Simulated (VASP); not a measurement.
# C (P6_3/mmc) in VASP: further runs, part 3 of 3

VASP 6.6.1. Earlier steps stand in the parts before.

**5. Relaxation of cell and atoms, r2SCAN, target pressure 20 GPa, at which the enthalpy is minimised**

POSCAR reads:

```
C
1.0
    2.1200000000      0.0000000000      0.0000000000
   -1.0600000000      1.8359738560      0.0000000000
    0.0000000000      0.0000000000      3.4619600000
C
2
Direct
    0.3333333333      0.6666666667      0.2500000000
    0.6666666667      0.3333333333      0.7500000000
```

INCAR.step1 reads:

```
SYSTEM = C
PREC = Accurate
ENCUT = 600
ISMEAR = -1
SIGMA = 0.05
LREAL = .False.
LASPH = .True.
NELM = 80
GGA = PE
ALGO = Normal
EDIFF = 1E-4
LWAVE = .True.
LCHARG = .False.
```

INCAR.step2 reads:

```
SYSTEM = C
PREC = Accurate
ENCUT = 600
EDIFF = 1E-7
ISMEAR = -1
SIGMA = 0.05
LREAL = .False.
LASPH = .True.
NELM = 80
ALGO = Normal
ISIF = 3
LWAVE = .False.
LCHARG = .False.
METAGGA = R2SCAN
LMIXTAU = .True.
IBRION = 2
NSW = 80
EDIFFG = -0.03
PSTRESS = 200.0
ISTART = 1
```

KPOINTS reads:

```
regular mesh
0
Gamma
  12 12 7
  0 0 0
```

Potentials or basis: VASP PAW PBE potentials, release 64 (C).

Run with:

```console
cat potpaw_PBE.64/C/POTCAR > POTCAR
cp INCAR.step1 INCAR
mpirun -np 1 vasp_std > vasp.out
cp INCAR.step2 INCAR
mpirun -np 1 vasp_std > vasp.out
```

OUTCAR:

```text
SYSTEM = C
   PREC = Accurate
   ENCUT = 600
   EDIFF = 1E-7
   ISMEAR = -1
   LREAL = .False.
   LASPH = .True.
   NELM = 80
   ISIF = 3
   METAGGA = R2SCAN
   IBRION = 2
   NSW = 80
   EDIFFG = -0.03
   PSTRESS = 200.0
   ISTART = 1

 ion  position               nearest neighbor table
   1  0.333  0.667  0.250-
   2  0.667  0.333  0.750-

  LATTYP: Found a hexagonal cell.
 ALAT       =     2.1200000000
 C/A-ratio  =     1.6330000000

  Lattice vectors:

 A1 = (   2.1200000000,   0.0000000000,   0.0000000000)
 A2 = (  -1.0600000000,   1.8359738560,   0.0000000000)
 A3 = (   0.0000000000,   0.0000000000,   3.4619600000)

Analysis of symmetry for initial positions (statically):
=====================================================================
 Subroutine PRICEL returns:
 Original cell was already a primitive cell.

 Routine SETGRP: Setting up the symmetry group for a
 hexagonal supercell.

 Subroutine GETGRP returns: Found 24 space group operations
 (whereof 12 operations were pure point group operations)
 out of a pool of 24 trial point group operations.

The static configuration has the point symmetry D_3d.
 The point group associated with its full space group is D_6h.

Analysis of symmetry for dynamics (positions and initial velocities):
=====================================================================
 Subroutine PRICEL returns:
 Original cell was already a primitive cell.

 Routine SETGRP: Setting up the symmetry group for a
 hexagonal supercell.

 Subroutine GETGRP returns: Found 24 space group operations
 (whereof 12 operations were pure point group operations)
 out of a pool of 24 trial point group operations.

The dynamic configuration has the point symmetry D_3d.
 The point group associated with its full space group is D_6h.

 Subroutine INISYM returns: Found 24 space group operations
 (whereof 12 operations are pure point group operations),
 and found     1 'primitive' translations

----------------------------------------------------------------------------------------

                                     Primitive cell

  volume of cell :      13.4749

  direct lattice vectors                    reciprocal lattice vectors
     2.120000000  0.000000000  0.000000000     0.471698113  0.272335033  0.000000000
    -1.060000000  1.835973856  0.000000000     0.000000000  0.544670065  0.000000000
     0.000000000  0.000000000  3.461960000     0.000000000  0.000000000  0.288853713

  length of vectors
     2.120000000  2.120000000  3.461960000     0.544670065  0.544670065  0.288853713

  position of ions in fractional coordinates (direct lattice)
     0.333333333  0.666666667  0.250000000
     0.666666667  0.333333333  0.750000000

  ion indices of the primitive-cell ions
   primitive index   ion index
                 1           1
                 2           2
[... 58 lines left out ...]
   dimension x,y,z NGXF=    36 NGYF=   36 NGZF=   56
   ions per type =               2
   NGX,Y,Z   is equivalent  to a cutoff of  14.12, 14.12, 13.45 a.u.
   NGXF,Y,Z  is equivalent  to a cutoff of  28.23, 28.23, 26.89 a.u.
 SYSTEM =  C
   PREC   = accura    normal or accurate (medium, high low for compatibility)
   ISTART =      1    job   : 0-new  1-cont  2-samecut
   ICHARG =      0    charge: 1-file 2-atom 10-const
   ISPIN  =      1    spin polarized calculation?
   LNONCOLLINEAR =      F non collinear calculations
   LSORBIT =      F    spin-orbit coupling
   LASPH  =      T    aspherical Exc in radial PAW
   ENCUT  =  600.0 eV  44.10 Ry    6.64 a.u.   4.23  4.23  6.91*2*pi/ulx,y,z
   NELM   =     80;   NELMIN=  2; NELMDL=  0     # of ELM steps
   EDIFF  = 0.1E-06   stopping-criterion for ELM
   LREAL  =      F    real-space projection
   EDIFFG = -.3E-01   stopping-criterion for IOM
   NSW    =     80    number of steps for IOM
   IBRION =      2    ionic relax: 0-MD 1-quasi-New 2-CG
   NFREE  =      1    steps in history (QN), initial steepest desc. (CG)
   ISIF   =      3    stress and relaxation
   ISYM   =      2    0-nonsym 1-usesym 2-fastsym
   POTIM  = 0.5000    time-step for ionic-motion
   TEBEG  =    0.0;   TEEND  =   0.0 temperature during run
   PSTRESS=  200.0 pullay stress
   NELECT =       8.0000    total number of electrons
   NUPDOWN=      -1.0000    fix difference up-down
   EMIN   =  10.00;   EMAX   =-10.00  energy-range for DOS
   EFERMI =   0.00;   METHOD = LEGACY
   ISMEAR =    -1;   SIGMA  =   0.05  broadening in eV -4-tet -1-fermi 0-gaus
   EFERMI_NEDOS =   21; number of points for ismear=-14 and -15
   IALGO  =     38    algorithm
   IMIX   =      4    mixing-type and parameters
     AMIX     =   0.40;   BMIX     =  1.00
     AMIX_MAG =   1.60;   BMIX_MAG =  1.00
  volume/ion in A,a.u.               =       6.74        45.47
  Fermi-wavevector in a.u.,A,eV,Ry     =   1.375931  2.600133 25.758365  1.893186
  Thomas-Fermi vector in A             =   2.501222
   LORBIT       =      0    0 simple, 1 ext, 2 COOP (PROOUT), +10 PAW based schemes
   METAGGA = R2SCAN    functional components
   LHFCALC =     F    Hartree Fock is set to
   AEXX    =    0.0000 exact exchange contribution
   IVDW    =     0    specifies the selected vdW correction
   LEPSILON=     F    determine dielectric tensor
   LRPA    =     F    only Hartree local field effects (RPA)
 conjugate gradient relaxation of ions
 non-spin polarized calculation
  energy-cutoff  :      600.00
  volume of cell :       13.47
 maximum number of plane-waves:       464
 NGX is ok and might be reduce to    18
   NGX =  9   NGY =  9   NGZ = 13

--------------------------------------- Ionic step        1  -------------------------------------------

 number of electron       8.0000000 magnetization

 Free energy of the ion-electron system (eV)
  ---------------------------------------------------
  ext. energy  EPLUGINS =         0.00000000
  ---------------------------------------------------
  free energy    TOTEN  =       -10.37572863 eV

  energy without entropy =      -10.37025178  energy(sigma->0) =      -10.37299021

------------------------ aborting loop because EDIFF is reached ----------------------------------------

  FORCE on cell =-STRESS in cart. coord.  units (eV):
  Direction    XX          YY          ZZ          XY          YZ          ZX
  --------------------------------------------------------------------------------------
  -------------------------------------------------------------------------------------
  Total        1.0643662      1.0643662     -0.4506942     -0.0000000      0.0000000      0.0000000
  in kB      126.5544022    126.5544022    -53.5880750     -0.0000000      0.0000000      0.0000000
  external PRESSURE =    -133.4930902 kB  Pullay stress =     200.0000000 kB
[... 97 lines left out ...]
  energy  without entropy=      -10.3183874159  energy(sigma->0) =      -10.31980433

  enthalpy is  TOTEN    =        -8.7541799989 eV   P V=        1.5670412481

[... ionic steps 4 to 10 ...]

--------------------------------------- Ionic step       11  -------------------------------------------

 number of electron       8.0000000 magnetization

------------------------ aborting loop because EDIFF is reached ----------------------------------------
[... 71 lines left out ...]
--------------------------------------- Ionic step       13  -------------------------------------------

 number of electron       8.0000000 magnetization

 Free energy of the ion-electron system (eV)
  ---------------------------------------------------
  ext. energy  EPLUGINS =         0.00000000
  ---------------------------------------------------
  free energy    TOTEN  =       -10.34133851 eV

  energy without entropy =      -10.33901046  energy(sigma->0) =      -10.34017449

 E-fermi :   9.6181     XC(G=0): -14.5342

 val. band max:        9.5944668037   @ k =   0.2500   0.0000   0.2857
 cond. band min:       9.7632594268   @ k =   0.2500   0.0833   0.4286
 fundamental gap:      0.1687926230
 Fermi energy:         9.6181088639

 k-point     1 :       0.0000    0.0000    0.0000
  band No.  band energies     occupation
      1     -12.3473      2.00000
      2      -0.5309      2.00000
      3       0.4415      2.00000
      4      16.2894      0.00000
      5      16.2894      0.00000
      6      18.9528      0.00000
      7      18.9528      0.00000
      8      20.6253      0.00000
[... 243 lines left out ...]
 k-point    24 :       0.3333   -0.0000    0.1429
  band No.  band energies     occupation
      1      -7.7409      2.00000
      2       0.8468      2.00000
      3       4.6830      2.00000
      4       7.0954      2.00000
      5      12.0881      0.00000
      6      12.4770      0.00000
      7      16.5304      0.00000
      8      17.5688      0.00000

 [... further k-points ...]

------------------------ aborting loop because EDIFF is reached ----------------------------------------

  FORCE on cell =-STRESS in cart. coord.  units (eV):
  Direction    XX          YY          ZZ          XY          YZ          ZX
  --------------------------------------------------------------------------------------
  -------------------------------------------------------------------------------------
  Total        1.5864412      1.5864412      1.5820223      0.0000000      0.0000000      0.0000000
  in kB      200.6483621    200.6483621    200.0894789      0.0000000      0.0000000      0.0000000
  external PRESSURE =       0.4620677 kB  Pullay stress =     200.0000000 kB
[... 21 lines left out ...]
  energy  without entropy=      -10.3390104638  energy(sigma->0) =      -10.34017449

  enthalpy is  TOTEN    =        -8.7600236688 eV   P V=        1.5813148458

 reached required accuracy - stopping structural energy minimisation
```

Wall time 3.6 min (1 thread of AMD EPYC 9R45 (Zen 5), shared host); peak memory 0.1 GiB.

What came out:

- Free energy: -10.3413 eV
- Relaxed volume: 6.33 Å³/atom
- Relaxed cell: a = 2.120 Å, b = 2.120 Å, c = 3.253 Å, α = 90.00°, β = 90.00°, γ = 120.00°
- Space group after relaxing (to 0.1 Å): P6_3/mmc (No. 194)
- Energy change on relaxing (the run minimises the enthalpy): +17.2 meV/atom
- Ionic steps: 13
- Pressure after relaxing: 20.0 GPa
- Band gap on the k mesh: zero (bands 4 and 5 overlap by 12.68 eV)

Step by step:
```csv
step,energy change (eV),largest force (eV/Å),pressure (GPa),volume (Å³)
1,0.0000,0.0000,6.65,13.47
2,0.0756,0.0000,24.69,12.40
3,0.0545,0.0000,21.44,12.55
4,0.0514,0.0000,20.93,12.58
5,0.0431,0.0000,20.12,12.64
6,0.0355,0.0000,19.38,12.69
7,0.0201,0.0000,17.60,12.79
8,0.0155,0.0000,17.03,12.83
9,0.0182,0.0000,17.38,12.81
10,0.0188,0.0000,17.63,12.80
11,0.0192,0.0000,17.76,12.80
12,0.0229,0.0000,18.33,12.76
13,0.0344,0.0000,20.05,12.67
```

Final structure:
```
C
1.0
     2.12038    0.00000    0.00000
    -1.06019    1.83630    0.00000
     0.00000    0.00000    3.25342
C
2
Direct
  0.33333 0.66667 0.25000
  0.66667 0.33333 0.75000
```

Caveat: the cell is relaxed towards a set pressure, so the run minimises the enthalpy, not the energy; the PAW data sets were made with another functional, which shifts forces and pressure a little.

**6. The runs side by side**

```tsv
cell	gap on the mesh (eV)	pressure (GPa)
relaxed	none	-0.1
relaxed to 5 GPa	none	5.4
relaxed to 10 GPa	none	10.2
relaxed to 20 GPa	none	20.0
```

Alike in all rows: task relaxation of cell and atoms; level r2SCAN; potentials or basis VASP PAW PBE potentials, release 64 (C); no spin polarisation; k mesh 12 × 12 × 7; cutoff (eV) 600; smearing fermi-dirac 0.05 eV.

Caveats: the PAW data sets were made with another functional, which shifts forces and pressure a little; the cell is relaxed towards a set pressure, so the run minimises the enthalpy, not the energy (at least some runs); a cell axis changed by over 15 % at a fixed basis, so the end point is rough (at least some runs).

Total energies depend on the potentials used, so only differences within one code and one set of settings carry meaning.

The gap in the log of VASP goes by the Fermi energy; the results here count the filled bands.